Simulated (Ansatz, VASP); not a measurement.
**Mg2C in VASP and in Ansatz**

```
CELL_PARAMETERS angstrom
0.00000 2.71094 2.71094
2.71094 0.00000 2.71094
2.71094 2.71094 0.00000
ATOMIC_POSITIONS crystal
C 0.00000 0.00000 0.00000
Mg 0.25000 0.25000 0.25000
Mg 0.75000 0.75000 0.75000
```

Alike in both runs: task single point; functional r2SCAN0; k mesh 6 × 6 × 6; no spin polarisation.

|  | VASP | Ansatz |
| --- | --- | --- |
| version | VASP 6.6.1 | Ansatz 0.2.0 |
| potentials or method | VASP PAW PBE potentials, release 64 (C, Mg) | plane waves, PAW |
| plane-wave cutoff (eV) | 520 | 500 |
| occupations | gaussian, width 0.01 eV | fixed |
| valence electrons in the cell | 8 | 24 |

VASP gave:

- gap on the k mesh at the Fermi level (eV): 2.32
- pressure (GPa): -1.9

Question: What did Ansatz give for the same quantities?

Answer: gap on the k mesh at the Fermi level (eV): 2.30; pressure (GPa): -1.5.

VASP's potentials were made for PBE, not for r2SCAN0. VASP's potentials hold 8 valence electrons a cell and Ansatz's 24, so a difference there can come from the potentials and not from the codes. Ansatz's warnings: stress exchange threshold loose, stress scf threshold loose.
